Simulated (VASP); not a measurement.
# W in VASP: single point with PBE

Aim: the single point of W with PBE.

All numbers are computed with VASP 6.6.1; they aren't measurements. Logs are shortened: lines on timing, memory, paths and dates and some standing lists are left out, and cuts for length are marked.

### 1 The cell of the first run

The cell holds a slab with vacuum, 9 atoms: a = 2.767 Å, b = 4.518 Å, c = 28.434 Å, α = 90.00°, β = 90.00°, γ = 90.00°.

### 2 Single point, PBE

INCAR

```
  PREC = Accurate
  ENCUT = 520
  EDIFF = 1E-6
  ISMEAR = 0
  SIGMA = 0.1
  LREAL = False
  LASPH = True
  NELM = 60
  ALGO = Normal
  ISIF = 2
  LWAVE = False
  LCHARG = False
  LDIPOL = True
  IDIPOL = 3
  DIPOL = 0.5 0.5 0.499
  GGA = PE
  NBANDS = 73
```

KPOINTS

```
regular mesh
0
Gamma
  9 6 1
```

POSCAR

```
W
1.0
    2.7666047500      0.0000000000      0.0000000000
    0.0000000000      4.5178466500      0.0000000000
    0.0000000000      0.0000000000     28.4335197659
W
9
Direct
    0.3333333300      0.5000000000      0.3165278191
    0.6666666700      0.0000000000      0.3623958593
    0.0000000000      0.5000000000      0.4082639095
    0.3333333300      0.0000000000      0.4541319498
    0.6656416047      0.5000000000      0.4994007818
   -0.0069933723      0.0000000000      0.5458445626
    0.3256238706      0.5000000000      0.5910160215
    0.6745872283      0.0000000000      0.6372738163
    0.0299435513      0.5000000000      0.6761786210
```

Potentials or basis: VASP PAW PBE potentials, release 64 (W_sv).

Launch:

```console
> cat potpaw_PBE.64/W_sv/POTCAR > POTCAR
> mpirun -np 1 vasp_std > vasp.out
```

OUTCAR:

```text
PREC = Accurate
   ENCUT = 520
   EDIFF = 1E-6
   ISMEAR = 0
   LREAL = False
   LASPH = True
   NELM = 60
   ISIF = 2
   GGA = PE

 ion  position               nearest neighbor table
   1  0.333  0.500  0.317-   2 2.77   2 2.77   3 2.77   2 3.19   2 3.19   3 3.19
   2  0.667  0.000  0.362-   1 2.77   1 2.77   4 2.77   3 2.77   3 2.77   1 3.19   1 3.19   4 3.19
                             3 3.19   3 3.19
   3  0.000  0.500  0.408-   5 2.75   4 2.77   4 2.77   1 2.77   2 2.77   2 2.77   5 3.18   4 3.19
                             4 3.19   1 3.19   2 3.19   2 3.19
   4  0.333  0.000  0.454-   5 2.76   5 2.76   3 2.77   3 2.77   2 2.77   6 2.77   6 3.18   5 3.19
                             5 3.19   3 3.19   3 3.19   2 3.19
   5  0.666  0.500  0.499-   3 2.75   4 2.76   4 2.76   6 2.77   6 2.77   7 2.77   3 3.18   7 3.18
                             4 3.19   4 3.19   6 3.21   6 3.21
   6  0.993  0.000  0.546-   8 2.74   7 2.76   7 2.76   5 2.77   5 2.77   4 2.77   4 3.18   7 3.19
                             7 3.19   5 3.21   5 3.21   8 3.21
   7  0.326  0.500  0.591-   9 2.56   6 2.76   6 2.76   5 2.77   8 2.79   8 2.79   9 3.11   8 3.17
                             8 3.17   5 3.18   6 3.19   6 3.19
   8  0.675  0.000  0.637-   9 2.70   9 2.70   6 2.74   7 2.79   7 2.79   9 3.08   9 3.08   7 3.17
                             7 3.17   6 3.21
   9  0.030  0.500  0.676-   7 2.56   8 2.70   8 2.70   8 3.08   8 3.08   7 3.11

  LATTYP: Found a simple orthorhombic cell.
 ALAT       =     2.7666047500
 B/A-ratio  =     1.6329931661
 C/A-ratio  =    10.2774058224

  Lattice vectors:

 A1 = (   2.7666047500,   0.0000000000,   0.0000000000)
 A2 = (   0.0000000000,   4.5178466500,   0.0000000000)
 A3 = (   0.0000000000,   0.0000000000,  28.4335197659)

Analysis of symmetry for initial positions (statically):
=====================================================================
 Subroutine PRICEL returns:
 Original cell was already a primitive cell.

 Routine SETGRP: Setting up the symmetry group for a
 simple orthorhombic supercell.

 Subroutine GETGRP returns: Found  2 space group operations
 (whereof  2 operations were pure point group operations)
 out of a pool of  8 trial point group operations.

The static configuration has the point symmetry C_1h.

Analysis of symmetry for dynamics (positions and initial velocities):
=====================================================================
 Subroutine PRICEL returns:
 Original cell was already a primitive cell.

 Routine SETGRP: Setting up the symmetry group for a
 simple orthorhombic supercell.

 Subroutine GETGRP returns: Found  2 space group operations
 (whereof  2 operations were pure point group operations)
 out of a pool of  8 trial point group operations.

The dynamic configuration has the point symmetry C_1h.

 Subroutine INISYM returns: Found  2 space group operations
 (whereof  2 operations are pure point group operations),
 and found     1 'primitive' translations

----------------------------------------------------------------------------------------

                                     Primitive cell

  volume of cell :     355.3933

  direct lattice vectors                    reciprocal lattice vectors
     2.766604750  0.000000000  0.000000000     0.361453872  0.000000000  0.000000000
     0.000000000  4.517846650  0.000000000     0.000000000  0.221344388  0.000000000
     0.000000000  0.000000000 28.433519766     0.000000000  0.000000000  0.035169758

  length of vectors
     2.766604750  4.517846650 28.433519766     0.361453872  0.221344388  0.035169758

  position of ions in fractional coordinates (direct lattice)
     0.333333330  0.500000000  0.316527819
     0.666666670  0.000000000  0.362395859
     0.000000000  0.500000000  0.408263910
     0.333333330  0.000000000  0.454131950
     0.665641605  0.500000000  0.499400782
     0.993006628  0.000000000  0.545844563
     0.325623871  0.500000000  0.591016022
     0.674587228  0.000000000  0.637273816
     0.029943551  0.500000000  0.676178621

  ion indices of the primitive-cell ions
   primitive index   ion index
                 1           1
                 2           2
                 3           3
                 4           4
                 5           5
                 6           6
                 7           7
                 8           8
                 9           9

----------------------------------------------------------------------------------------

 KPOINTS: regular mesh

Automatic generation of k-mesh.
 Grid dimensions read from file:
 generate k-points for:    9    6    1

 Generating k-lattice:

  Cartesian coordinates                     Fractional coordinates (reciprocal lattice)
     0.040161541  0.000000000  0.000000000     0.111111111  0.000000000  0.000000000
     0.000000000  0.036890731  0.000000000     0.000000000  0.166666667  0.000000000
     0.000000000  0.000000000  0.035169758     0.000000000  0.000000000  1.000000000

  Length of vectors
     0.040161541  0.036890731  0.035169758

  Shift w.r.t. Gamma in fractional coordinates (k-lattice)
     0.000000000  0.000000000  0.000000000

 Subroutine IBZKPT returns following result:
 ===========================================

 Found     20 irreducible k-points:

 Following reciprocal coordinates:
            Coordinates               Weight
  0.000000  0.000000  0.000000      1.000000
  0.111111  0.000000  0.000000      2.000000
  0.222222  0.000000  0.000000      2.000000
  0.333333  0.000000  0.000000      2.000000
  0.444444  0.000000  0.000000      2.000000
  0.000000  0.166667  0.000000      2.000000
[... 12 lines left out ...]
  0.333333  0.500000  0.000000      2.000000
  0.444444  0.500000  0.000000      2.000000
   k-points           NKPTS =     20   k-points in BZ     NKDIM =     20   number of bands    NBANDS=     73
   number of dos      NEDOS =    301   number of ions     NIONS =      9
   total plane-waves  NPLWV = 186624
   dimension x,y,z NGX =    24 NGY =   36 NGZ =  216
   dimension x,y,z NGXF=    48 NGYF=   72 NGZF=  432
   ions per type =               9
   NGX,Y,Z   is equivalent  to a cutoff of  14.42, 13.25, 12.63 a.u.
   NGXF,Y,Z  is equivalent  to a cutoff of  28.84, 26.49, 25.26 a.u.
 SYSTEM =  unknown system
   PREC   = accura    normal or accurate (medium, high low for compatibility)
   ISTART =      0    job   : 0-new  1-cont  2-samecut
   ICHARG =      2    charge: 1-file 2-atom 10-const
   ISPIN  =      1    spin polarized calculation?
   LNONCOLLINEAR =      F non collinear calculations
   LSORBIT =      F    spin-orbit coupling
   LASPH  =      T    aspherical Exc in radial PAW
   ENCUT  =  520.0 eV  38.22 Ry    6.18 a.u.   5.14  8.40 52.87*2*pi/ulx,y,z
   NELM   =     60;   NELMIN=  2; NELMDL= -5     # of ELM steps
   EDIFF  = 0.1E-05   stopping-criterion for ELM
   LREAL  =      F    real-space projection
   EDIFFG = 0.1E-04   stopping-criterion for IOM
   NSW    =      0    number of steps for IOM
   IBRION =     -1    ionic relax: 0-MD 1-quasi-New 2-CG
   NFREE  =      0    steps in history (QN), initial steepest desc. (CG)
   ISIF   =      2    stress and relaxation
   ISYM   =      2    0-nonsym 1-usesym 2-fastsym
   POTIM  = 0.5000    time-step for ionic-motion
   TEBEG  =    0.0;   TEEND  =   0.0 temperature during run
   PSTRESS=    0.0 pullay stress
   NELECT =     126.0000    total number of electrons
   NUPDOWN=      -1.0000    fix difference up-down
   EMIN   =  10.00;   EMAX   =-10.00  energy-range for DOS
   EFERMI =   0.00;   METHOD = LEGACY
   ISMEAR =     0;   SIGMA  =   0.10  broadening in eV -4-tet -1-fermi 0-gaus
   EFERMI_NEDOS =   21; number of points for ismear=-14 and -15
   IALGO  =     38    algorithm
   IMIX   =      4    mixing-type and parameters
     AMIX     =   0.40;   BMIX     =  1.00
     AMIX_MAG =   1.60;   BMIX_MAG =  1.00
  volume/ion in A,a.u.               =      39.49       266.48
  Fermi-wavevector in a.u.,A,eV,Ry     =   1.158676  2.189580 18.266224  1.342530
  Thomas-Fermi vector in A             =   2.295276
   LORBIT       =      0    0 simple, 1 ext, 2 COOP (PROOUT), +10 PAW based schemes
   GGA     = PE    functional components
   LHFCALC =     F    Hartree Fock is set to
   AEXX    =    0.0000 exact exchange contribution
   IVDW    =     0    specifies the selected vdW correction
   LEPSILON=     F    determine dielectric tensor
   LRPA    =     F    only Hartree local field effects (RPA)
 non-spin polarized calculation
 Gauss-broadening in eV      SIGMA  =   0.10
  energy-cutoff  :      520.00
  volume of cell :      355.39
 maximum number of plane-waves:      9644
 NGX is ok and might be reduce to    24
   NGX = 11   NGY = 17   NGZ =105

 dipolmoment           0.000000      0.000000      0.000058 electrons x Angstroem

 number of electron     125.9999990 magnetization

 dipolmoment           0.000000      0.000000     -0.000808 electrons x Angstroem

 Free energy of the ion-electron system (eV)
  ---------------------------------------------------
  ext. energy  EPLUGINS =         0.00000000
  ---------------------------------------------------
  free energy    TOTEN  =      -110.99118319 eV

  energy without entropy =     -110.96385165  energy(sigma->0) =     -110.97751742

 E-fermi :   2.0583     XC(G=0):  -6.3736

 val. band max:        2.0572540791   @ k =   0.3333   0.5000   0.0000
 cond. band min:       2.0682906403   @ k =   0.0000   0.0000   0.0000
 fundamental gap:      0.0110365612
 Fermi energy:         2.0582777653

 k-point     1 :       0.0000    0.0000    0.0000
  band No.  band energies     occupation
      1     -72.1854      2.00000
      2     -72.1353      2.00000
      3     -72.0807      2.00000
      4     -72.0343      2.00000
      5     -72.0283      2.00000
      6     -72.0094      2.00000
[... 65 lines left out ...]
     72       4.0419      0.00000
     73       4.2654      0.00000
[... 1442 lines left out ...]
     72       3.9386      0.00000
     73       4.0717      0.00000

------------------------ aborting loop because EDIFF is reached ----------------------------------------

 vacuum level on the upper side and lower side of the slab       (xc-potential included)        -0.179        -0.183

  FORCE on cell =-STRESS in cart. coord.  units (eV):
  Direction    XX          YY          ZZ          XY          YZ          ZX
  --------------------------------------------------------------------------------------
  -------------------------------------------------------------------------------------
  Total      -10.0644712     -8.0815520     -4.4223318      0.0000000      0.0000000      0.6752462
  in kB      -45.3724588    -36.4331002    -19.9366728      0.0000000      0.0000000      3.0441322
  external PRESSURE =     -33.9140773 kB  Pullay stress =       0.0000000 kB

 VOLUME and BASIS-vectors are now :
 -----------------------------------------------------------------------------
  energy-cutoff  :      520.00
  volume of cell :      355.39
      direct lattice vectors                 reciprocal lattice vectors
     2.766604750  0.000000000  0.000000000     0.361453872  0.000000000  0.000000000
     0.000000000  4.517846650  0.000000000     0.000000000  0.221344388  0.000000000
     0.000000000  0.000000000 28.433519766     0.000000000  0.000000000  0.035169758

 POSITION                                       TOTAL-FORCE (eV/Angst)
 -----------------------------------------------------------------------------------
      0.92220      2.25892      9.00000        -0.223911      0.000000      2.036941
      1.84440      0.00000     10.30419        -0.102393      0.000000     -0.915134
      0.00000      2.25892     11.60838         0.304300      0.000000     -0.789406
      0.92220      0.00000     12.91257         0.030731      0.000000     -0.370047
      1.84157      2.25892     14.19972        -0.006989      0.000000     -0.008510
      2.74726      0.00000     15.52028        -0.003482      0.000000      0.004670
      0.90087      2.25892     16.80467         0.030194      0.000000      0.017340
      1.86632      0.00000     18.11994        -0.009373      0.000000     -0.019210
      0.08284      2.25892     19.22614        -0.019076      0.000000      0.043356
 -----------------------------------------------------------------------------------
    total drift:                               -0.000061      0.000000     -0.000370

  FREE ENERGIE OF THE ION-ELECTRON SYSTEM (eV)
  ---------------------------------------------------
  free  energy   TOTEN  =      -110.9911831907 eV

  energy  without entropy=     -110.9638516544  energy(sigma->0) =     -110.97751742

 vacuum level on the upper side and lower side of the slab         6.239         6.233
```

Run time: 47 min. Hardware: 1 thread of Oxide Virtual Turin-like, shared host; peak memory 0.63 GiB.

Results:

```yaml
Free_energy: -110.9912 eV
Largest_force: 2.049 eV/Å
Band_gap_on_the_k_mesh: zero (band 63 reaches 3.16 eV, above the bottom of band 64 at 1.49 eV)
```

Forces on the atoms (eV/Å):
```
W   -0.224  0.000  2.037
W   -0.102  0.000 -0.915
W    0.304  0.000 -0.789
W    0.031  0.000 -0.370
W   -0.007  0.000 -0.009
W   -0.003  0.000  0.005
W    0.030  0.000  0.017
W   -0.009  0.000 -0.019
W   -0.019  0.000  0.043
```

Caveat: spin-orbit coupling is left out, which moves the levels of the heavy elements.
